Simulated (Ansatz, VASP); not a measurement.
Sc: VASP beside Ansatz

```
CELL_PARAMETERS angstrom
0.00000 2.37248 2.37248
2.37248 0.00000 2.37248
2.37248 2.37248 0.00000
ATOMIC_POSITIONS crystal
Sc 0.00000 0.00000 0.00000
```

Change from the starting cell: volume scaled by 1.06.

Alike in both runs: task single point; functional LDA; k mesh 13 × 13 × 13; occupations fermi-dirac, width 0.08 eV; no spin polarisation.

|  | VASP | Ansatz |
| --- | --- | --- |
| version | VASP 6.6.1 | Ansatz 0.2.0 |
| potentials or method | VASP PAW LDA potentials, release 64 (Sc_sv), cutoff 520 eV | all-electron LAPW, scalar-relativistic |

|  | VASP | Ansatz | Ansatz less VASP |
| --- | --- | --- | --- |
| pressure (GPa) | -7.6 | -7.6 | -0.01 |

LDA's correlation is that of Perdew and Zunger in VASP and of Perdew and Wang (1992) in Ansatz. Ansatz ran all-electron here, and VASP with PAW potentials.
